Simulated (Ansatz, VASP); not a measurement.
**Pt in VASP and in Ansatz**

Contents of INCAR:

```
SYSTEM = Pt
PREC = Accurate
ENCUT = 520
EDIFF = 1E-7
ISMEAR = 0
SIGMA = 0.15
LREAL = .False.
LASPH = .True.
NELM = 80
ALGO = Fast
ISIF = 2
LWAVE = .False.
LCHARG = .False.
GGA = PS
NBANDS = 17
```

Contents of KPOINTS:

```
Automatic mesh
0
Gamma
  24 24 12
  0 0 0
```

The input POSCAR:

```
Pt
1.0
    2.5294883801      0.0000000000      0.0000000000
   -1.2647441900      2.1906011957      0.0000000000
    0.0000000000      0.0000000000      5.7080949461
Pt
2
Direct
    0.6666666667      0.3333333333      0.7500000000
    0.3333333333      0.6666666667      0.2500000000
```

Input for Ansatz:

```yaml
crystal:
  lattice:
    - [2.5294883801, 0.0, 0.0]
    - [-1.26474419, 2.1906011957, 0.0]
    - [0.0, 0.0, 5.7080949461]
  atoms:
    - { symbol: Pt, position: [0.6666666667, 0.3333333333, 0.75] }
    - { symbol: Pt, position: [0.3333333333, 0.6666666667, 0.25] }
basis:
  ecutwfc: 420
kpoints:
  mp_grid: { grid: [24, 24, 12] }
hamiltonian:
  xc: pbesol
scf:
  occupations: { method: gaussian, width: 0.15 }
output:
  forces: true
  stress: true
  eigenvalues: true
```

Alike in both runs: task single point; functional PBEsol; k mesh 24 × 24 × 12; occupations gaussian, width 0.15 eV; no spin polarisation.

|  | VASP | Ansatz |
| --- | --- | --- |
| version | VASP 6.6.1 | Ansatz 0.2.0 |
| potentials or method | VASP PAW PBE potentials, release 64 (Pt), cutoff 520 eV | scalar-relativistic, plane waves, PAW |
| valence electrons in the cell | 20 | 36 |

|  | VASP | Ansatz | Ansatz less VASP |
| --- | --- | --- | --- |
| gap on the k mesh at the Fermi level (eV) | none | none | - |
| pressure (GPa) | 21.4 | 21.8 | +0.40 |
| traceless stress, the component that is largest in VASP (GPa) | -42.81 | -42.91 | -0.108 |

VASP's potentials were made for PBE, not for PBEsol. A gap of «none» marks a metal or a gap that the smearing closes. VASP's potentials hold 20 valence electrons a cell and Ansatz's 36, so a difference there can come from the potentials and not from the codes.

Spin-orbit coupling is off throughout.
